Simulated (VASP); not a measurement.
Crystal: PbO2.

```
Pb O
1.0
     0.00000    2.70199    2.70199
     2.70199    0.00000    2.70199
     2.70199    2.70199    0.00000
Pb O
1 2
Cartesian
  0.0000 0.0000 0.0000
  4.0530 4.0530 4.0530
  1.3510 1.3510 1.3510
```

| Property | Result |
| --- | --- |
| Program | VASP 6.6.1 |
| Task | relaxation of cell and atoms |
| Functional | PBE |
| Dispersion | D4 |
| Potentials or basis | VASP PAW PBE potentials, release 64 (Pb_d, O) |
| Cutoff | 600 eV |
| k mesh | 9 × 9 × 9 |
| Occupations | fermi-dirac, width 0.05 eV |
| Spin | no spin polarisation |

At the start: pressure -2.6 GPa; volume 13.15 Å³/atom.

Question: Where does the relaxation end?

Answer: Over 3 steps the energy falls by 2.0 meV/atom and the volume is 12.90 Å³/atom (-1.9 %); space group Fm-3m (No. 225, to 0.05 Å).

Step by step:
```
step  energy change (eV)  largest force (eV/Å)  pressure (GPa)  volume (Å³)
   1              0.0000                0.0000           -2.57        39.45
   2             -0.0038                0.0000            1.69        38.26
   3             -0.0061                0.0000           -0.01        38.71
```

Final structure:
```
Pb O
1.0
     0.00000    2.68485    2.68485
     2.68485    0.00000    2.68485
     2.68485    2.68485    0.00000
Pb O
1 2
Direct
  0.00000 0.00000 0.00000
  0.75000 0.75000 0.75000
  0.25000 0.25000 0.25000
```

Caveat: pairwise dispersion overbinds metals, which lowers pressure and volume.
